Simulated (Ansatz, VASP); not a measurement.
## Two plane-wave programs on Co

Contents of INCAR:

```
PREC = Accurate
ENCUT = 520
EDIFF = 1E-7
ISMEAR = -1
SIGMA = 0.1
LREAL = False
LASPH = True
NELM = 100
ALGO = Normal
ISIF = 2
LWAVE = False
LCHARG = False
GGA = RE
NBANDS = 26
```

KPOINTS

```
Automatic mesh
0
Gamma
  16 16 5
```

Contents of POSCAR:

```
Co
1.0
    2.4954397650      0.0000000000      0.0000000000
   -1.2477198825      2.1611142301      0.0000000000
    0.0000000000      0.0000000000      8.1230229046
Co
4
Direct
    0.0000000000      0.0000000000      1.0000000000
    0.0000000000      0.0000000000      0.5000000000
    0.3333333333      0.6666666667      0.2500000000
    0.6666666667      0.3333333333      0.7500000000
```

Input for Ansatz:

```yaml
crystal:
  lattice:
    - [2.495439765, 0.0, 0.0]
    - [-1.2477198825, 2.1611142301, 0.0]
    - [0.0, 0.0, 8.1230229046]
  atoms:
    - { symbol: Co, position: [0.0, 0.0, 1.0] }
    - { symbol: Co, position: [0.0, 0.0, 0.5] }
    - { symbol: Co, position: [0.3333333333, 0.6666666667, 0.25] }
    - { symbol: Co, position: [0.6666666667, 0.3333333333, 0.75] }
hamiltonian:
  xc: revpbe
  pseudopotentials:
    kind: paw
    azcp:
      Co: "pseudopotentials/Co.paw.azcp"
basis:
  ecutwfc: 420
  fft_grid_basis: typed
kpoints:
  mp_grid: { grid: [16, 16, 5], shift: [0, 0, 0] }
magnetization:
  spin_polarized: false
scf:
  occupations: { method: fermi_dirac, width: 0.1 }
  lower_state_search: "off"
output:
  stress: true
  write_density: true
  write_potential: true
  elf: true
  volumetric_format: npy
```

Alike in both runs: task single point; functional revPBE; k mesh 16 × 16 × 5; occupations fermi-dirac, width 0.1 eV; no spin polarisation.

|  | VASP | Ansatz |
| --- | --- | --- |
| version | VASP 6.6.1 | Ansatz 0.2.0 |
| potentials or method | VASP PAW PBE potentials, release 64 (Co), cutoff 520 eV | plane waves (420 eV) with PAW, scalar-relativistic |
| valence electrons in the cell | 36 | 68 |

Ansatz gave:

```
pressure (GPa) : -8.5
```

Problem. Which values does VASP return?

Solution. Pressure (GPa): -8.8.

VASP's potentials were made for PBE, not for revPBE. VASP's potentials hold 36 valence electrons a cell and Ansatz's 68, so a difference there can come from the potentials and not from the codes.
